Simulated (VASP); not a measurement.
# AgRuS2 (P-4m2) in VASP: relaxation of cell and atoms with PBE

Aim: the relaxation of cell and atoms of AgRuS2 with PBE.

Everything below comes from runs of VASP 6.6.1. Logs are shortened: lines on timing, memory, paths and dates and some standing lists are left out, and cuts for length are marked.

### 1 The cell of the first run

It takes space group P-4m2 (No. 115, tetragonal). Conventional cell: a = 3.960 Å, b = 3.960 Å, c = 5.600 Å, α = 90.00°, β = 90.00°, γ = 90.00°. Within 3.2 Å of Ag (site symmetry -4m2) lie 4 S at 2.43 Å. Ru (site symmetry -4m2) has 4 S at 2.43 Å within 3.2 Å. S (site symmetry 2mm) has 2 Ag at 2.43 Å and 2 Ru at 2.43 Å within 3.2 Å.

### 2 Relaxation of cell and atoms, PBE, collinear spin, ferromagnetic start

The input, INCAR:

```
SYSTEM = AgRuS2
  PREC = Accurate
  ENCUT = 600
  EDIFF = 1E-6
  ISMEAR = 0
  SIGMA = 0.1
  LREAL = .False.
  LASPH = .True.
  NELM = 150
  ALGO = Normal
  ISIF = 3
  LWAVE = .False.
  LCHARG = .False.
  ISPIN = 2
  MAGMOM = 0 1 0 0
  LORBIT = 11
  LMAXMIX = 4
  GGA = PE
  IBRION = 2
  NSW = 90
  EDIFFG = -0.04
```

The input, KPOINTS:

```
Automatic mesh
0
Gamma
  4 4 4
  0 0 0
```

The input, POSCAR:

```
AgRuS2
1.0
    3.9600084200      0.0000000000      0.0000000000
    0.0000000000      3.9600084200      0.0000000000
    0.0000000000      0.0000000000      5.6002976100
Ag Ru S
1 1 2
Direct
    0.5000000000      0.5000000000      0.5000000000
    0.0000000000      0.0000000000      0.0000000000
    0.5000000000      0.0000000000      0.2500000000
    0.0000000000      0.5000000000      0.7500000000
```

Potentials or basis: VASP PAW PBE potentials, release 64 (Ag, Ru_pv, S).

Started as:

```
cat potpaw_PBE.64/Ag/POTCAR potpaw_PBE.64/Ru_pv/POTCAR potpaw_PBE.64/S/POTCAR > POTCAR
mpirun -np 1 vasp_std > vasp.out
```

OUTCAR:

```text
SYSTEM = AgRuS2
   PREC = Accurate
   ENCUT = 600
   EDIFF = 1E-6
   ISMEAR = 0
   LREAL = .False.
   LASPH = .True.
   NELM = 150
   ISIF = 3
   ISPIN = 2
   LORBIT = 11
   GGA = PE
   IBRION = 2
   NSW = 90
   EDIFFG = -0.04

 ion  position               nearest neighbor table
   1  0.500  0.500  0.500-   3 2.43   4 2.43   3 2.43   4 2.43
   2  0.000  0.000  0.000-   3 2.43   4 2.43   4 2.43   3 2.43
   3  0.500  0.000  0.250-   1 2.43   2 2.43   1 2.43   2 2.43
   4  0.000  0.500  0.750-   1 2.43   2 2.43   2 2.43   1 2.43

  LATTYP: Found a simple tetragonal cell.
 ALAT       =     3.9600084200
 C/A-ratio  =     1.4142135612

  Lattice vectors:

 A1 = (   3.9600084200,   0.0000000000,   0.0000000000)
 A2 = (   0.0000000000,   3.9600084200,   0.0000000000)
 A3 = (   0.0000000000,   0.0000000000,   5.6002976100)

Analysis of symmetry for initial positions (statically):
=====================================================================
 Subroutine PRICEL returns:
 Original cell was already a primitive cell.

 Routine SETGRP: Setting up the symmetry group for a
 simple tetragonal supercell.

 Subroutine GETGRP returns: Found  8 space group operations
 (whereof  8 operations were pure point group operations)
 out of a pool of 16 trial point group operations.

The static configuration has the point symmetry D_2d.

Analysis of symmetry for dynamics (positions and initial velocities):
=====================================================================
 Subroutine PRICEL returns:
 Original cell was already a primitive cell.

 Routine SETGRP: Setting up the symmetry group for a
 simple tetragonal supercell.

 Subroutine GETGRP returns: Found  8 space group operations
 (whereof  8 operations were pure point group operations)
 out of a pool of 16 trial point group operations.

The dynamic configuration has the point symmetry D_2d.

Analysis of structural, dynamic, and magnetic symmetry:
=====================================================================
 Subroutine PRICEL returns:
 Original cell was already a primitive cell.

 Routine SETGRP: Setting up the symmetry group for a
 simple tetragonal supercell.

 Subroutine GETGRP returns: Found  8 space group operations
 (whereof  8 operations were pure point group operations)
 out of a pool of 16 trial point group operations.

The overall configuration has the point symmetry D_2d.

 Subroutine INISYM returns: Found  8 space group operations
 (whereof  8 operations are pure point group operations),
 and found     1 'primitive' translations

----------------------------------------------------------------------------------------

                                     Primitive cell

  volume of cell :      87.8220

[... 91 lines left out ...]
   ISIF   =      3    stress and relaxation
   ISYM   =      2    0-nonsym 1-usesym 2-fastsym
   POTIM  = 0.5000    time-step for ionic-motion
   TEBEG  =    0.0;   TEEND  =   0.0 temperature during run
   PSTRESS=    0.0 pullay stress
   NELECT =      37.0000    total number of electrons
   NUPDOWN=      -1.0000    fix difference up-down
   EMIN   =  10.00;   EMAX   =-10.00  energy-range for DOS
   EFERMI =   0.00;   METHOD = LEGACY
   ISMEAR =     0;   SIGMA  =   0.10  broadening in eV -4-tet -1-fermi 0-gaus
   EFERMI_NEDOS =   21; number of points for ismear=-14 and -15
   IALGO  =     38    algorithm
   IMIX   =      4    mixing-type and parameters
     AMIX     =   0.40;   BMIX     =  1.00
     AMIX_MAG =   1.60;   BMIX_MAG =  1.00
  volume/ion in A,a.u.               =      21.96       148.16
  Fermi-wavevector in a.u.,A,eV,Ry     =   1.227272  2.319209 20.493061  1.506198
  Thomas-Fermi vector in A             =   2.362242
   LORBIT       =     11    0 simple, 1 ext, 2 COOP (PROOUT), +10 PAW based schemes
   GGA     = PE    functional components
   LHFCALC =     F    Hartree Fock is set to
   AEXX    =    0.0000 exact exchange contribution
   IVDW    =     0    specifies the selected vdW correction
   LEPSILON=     F    determine dielectric tensor
   LRPA    =     F    only Hartree local field effects (RPA)
 conjugate gradient relaxation of ions
 spin polarized calculation
 Gauss-broadening in eV      SIGMA  =   0.10
  energy-cutoff  :      600.00
  volume of cell :       87.82
 maximum number of plane-waves:      2952
 NGX is ok and might be reduce to    32
   NGX = 15   NGY = 15   NGZ = 23

--------------------------------------- Ionic step        1  -------------------------------------------

 number of electron      37.0000004 magnetization       0.0029561

 Free energy of the ion-electron system (eV)
  ---------------------------------------------------
  ext. energy  EPLUGINS =         0.00000000
  ---------------------------------------------------
  free energy    TOTEN  =       -19.67324795 eV

  energy without entropy =      -19.65484970  energy(sigma->0) =      -19.66404883

 E-fermi :   4.9734     XC(G=0):  -9.8626

 val. band max:        4.8522711326   @ k =   0.5000   0.2500   0.2500
 cond. band min:       4.9734131072   @ k =   0.5000   0.0000   0.0000
 fundamental gap:      0.1211419746
 Fermi energy:         4.9734125495

 spin component 1

 k-point     1 :       0.0000    0.0000    0.0000
  band No.  band energies     occupation
      1     -37.5874      1.00000
      2     -37.5788      1.00000
      3     -37.5788      1.00000
      4      -8.7807      1.00000
      5      -8.0355      1.00000
      6      -0.8265      1.00000
[... 1247 lines left out ...]
 number of electron      36.9999996 magnetization       0.0000007

 number of electron      36.9999996 magnetization      -0.0000001

 Free energy of the ion-electron system (eV)
  ---------------------------------------------------
  ext. energy  EPLUGINS =         0.00000000
  ---------------------------------------------------
  free energy    TOTEN  =       -20.37649074 eV

  energy without entropy =      -20.36161173  energy(sigma->0) =      -20.36905123

 E-fermi :   5.6406     XC(G=0): -10.0928

 val. band max:        5.6370457185   @ k =   0.5000   0.2500   0.5000
 cond. band min:       5.7228651975   @ k =   0.5000   0.2500   0.2500
 fundamental gap:      0.0858194790
 Fermi energy:         5.6405646555

 spin component 1

 k-point     1 :       0.0000    0.0000    0.0000
  band No.  band energies     occupation
      1     -37.2859      1.00000
      2     -37.2859      1.00000
      3     -37.0986      1.00000
      4      -8.5643      1.00000
      5      -7.6764      1.00000
      6      -0.4223      1.00000
[... 959 lines left out ...]
  FREE ENERGIE OF THE ION-ELECTRON SYSTEM (eV)
  ---------------------------------------------------
  free  energy   TOTEN  =       -20.3764907368 eV

  energy  without entropy=      -20.3616117258  energy(sigma->0) =      -20.36905123

 reached required accuracy - stopping structural energy minimisation

 total charge

# of ion       s       p       d       tot
------------------------------------------
    1        0.348   0.268   9.220   9.836
    2        0.354   6.246   6.098  12.698
    3        1.330   2.327   0.000   3.657
    4        1.330   2.327   0.000   3.657
--------------------------------------------------
tot          3.363  11.167  15.318  29.847

 magnetization (x)

# of ion       s       p       d       tot
------------------------------------------
    1       -0.000  -0.000  -0.000  -0.000
    2        0.000  -0.000  -0.000  -0.000
    3       -0.000   0.000   0.000   0.000
    4       -0.000   0.000   0.000   0.000
--------------------------------------------------
tot         -0.000   0.000  -0.000  -0.000
```

CONTCAR:

```text
AgRuS2
   1.00000000000000
     3.8450656639688194    0.0000000000000000    0.0000000000000000
     0.0000000000000000    3.8450656639688194    0.0000000000000000
     0.0000000000000000   -0.0000000000000000    5.6298848466435523
  Ag              Ru              S
     1     1     2
Direct
     0.5000000000000000    0.5000000000000000    0.5000000000000000
     0.0000000000000000    0.0000000000000000    0.0000000000000000
     0.5000000000000000    0.0000000000000000    0.2082090187461075
     0.0000000000000000    0.5000000000000000    0.7917909812538926

  0.00000000E+00  0.00000000E+00  0.00000000E+00
  0.00000000E+00  0.00000000E+00  0.00000000E+00
  0.00000000E+00  0.00000000E+00  0.00000000E+00
  0.00000000E+00  0.00000000E+00  0.00000000E+00
```

Wall time 9.1 min (1 thread of AMD EPYC 9755, shared host); peak memory 0.27 GiB.

What came out:

| Item | Value |
| --- | --- |
| Free energy | -20.3765 eV |
| Relaxed volume | 20.81 Å³/atom |
| Relaxed cell | a = 3.845 Å, b = 3.845 Å, c = 5.630 Å, α = 90.00°, β = 90.00°, γ = 90.00° |
| Space group after relaxing (to 0.1 Å) | P-4m2 (No. 115) |
| Energy gained by relaxing | 175.8 meV/atom |
| Ionic steps | 9 |
| Pressure after relaxing | -0.1 GPa |
| Largest force after relaxing | 0.020 eV/Å |
| Net moment | 0.00 μB per cell |
| Valence electrons inside the program's atomic spheres | Ag 9.84; Ru 12.70; S 3.66 |

Forces in eV/Å, atoms in the order of the input:
```
Ag   0.000  0.000  0.000
Ru   0.000  0.000  0.000
S    0.000  0.000  0.020
S    0.000  0.000 -0.020
```

Step by step:
| step | energy change (eV) | largest force (eV/Å) | pressure (GPa) | volume (Å³) |
| --- | --- | --- | --- | --- |
| 1 | 0.0000 | 2.3229 | -6.41 | 87.82 |
| 2 | -0.4847 | 1.0769 | 5.41 | 77.12 |
| 3 | -0.4886 | 1.2024 | 4.26 | 77.83 |
| 4 | -0.6728 | 0.2360 | 1.96 | 80.64 |
| 5 | -0.6917 | 0.1254 | 1.32 | 81.98 |
| 6 | -0.6938 | 0.1257 | -1.11 | 83.96 |
| 7 | -0.6972 | 0.0166 | -0.07 | 83.08 |
| 8 | -0.6991 | 0.0045 | -0.09 | 83.12 |
| 9 | -0.7032 | 0.0203 | -0.14 | 83.24 |

Final structure:
```yaml
crystal:
  lattice:
    - [3.84507, 0.00000, 0.00000]
    - [0.00000, 3.84507, 0.00000]
    - [0.00000, 0.00000, 5.62988]
  atoms:
    - { symbol: Ag, position: [0.50000, 0.50000, 0.50000] }
    - { symbol: Ru, position: [0.00000, 0.00000, 0.00000] }
    - { symbol: S, position: [0.50000, 0.00000, 0.20821] }
    - { symbol: S, position: [0.00000, 0.50000, 0.79179] }
```

Caveat: the k points lie up to 0.41 Å⁻¹ apart in the final cell.
